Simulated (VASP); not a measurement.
Runs of VASP 6.6.1 on GaP. The structure is that of space group I-4m2 (No. 119), or close to it. The cells are those of the table. 

| cell | gap on the mesh (eV) | pressure (GPa) |
| --- | --- | --- |
| a = 3.848, b = 3.949 Å, angles 59.1, 61.7, 59.1°, 2 atoms | 1.02 | -2.3 |
| a = 3.972, b = 3.810 Å, angles 61.3, 57.3, 61.3°, 2 atoms | 1.16 | -4.1 |
| a = 3.815, b = 3.915 Å, angles 59.1, 61.7, 59.1°, 2 atoms | (b) | (a) |
| a = 3.697, b = 3.842 Å, angles 58.7, 62.6, 58.7°, 2 atoms | 0.54 | 8.1 |
| a = 3.938, b = 3.777 Å, angles 61.3, 57.3, 61.3°, 2 atoms | 1.13 | -2.3 |
| a = 3.780, b = 3.880 Å, angles 59.1, 61.7, 59.1°, 2 atoms | 0.92 | 2.3 |
| a = 3.900, b = 4.053 Å, angles 58.7, 62.6, 58.7°, 2 atoms | 0.88 | -5.6 |
| a = 3.834, b = 3.985 Å, angles 58.7, 62.6, 58.7°, 2 atoms | 0.79 | -2.3 |

Alike in all rows: task single point; level PBEsol; potentials or basis VASP PAW PBE potentials, release 64 (Ga_d, P); no spin polarisation; k mesh 10 × 10 × 10; cutoff (eV) 520; smearing gaussian 0.05 eV.

Question: Estimate the missing entries.

Answer: (a) -0.1; (b) 0.97.

Caveats: the PAW data sets were made with another functional, which shifts forces and pressure a little.

A k mesh can miss the band edges, and the runs leave out spin-orbit coupling on Ga.
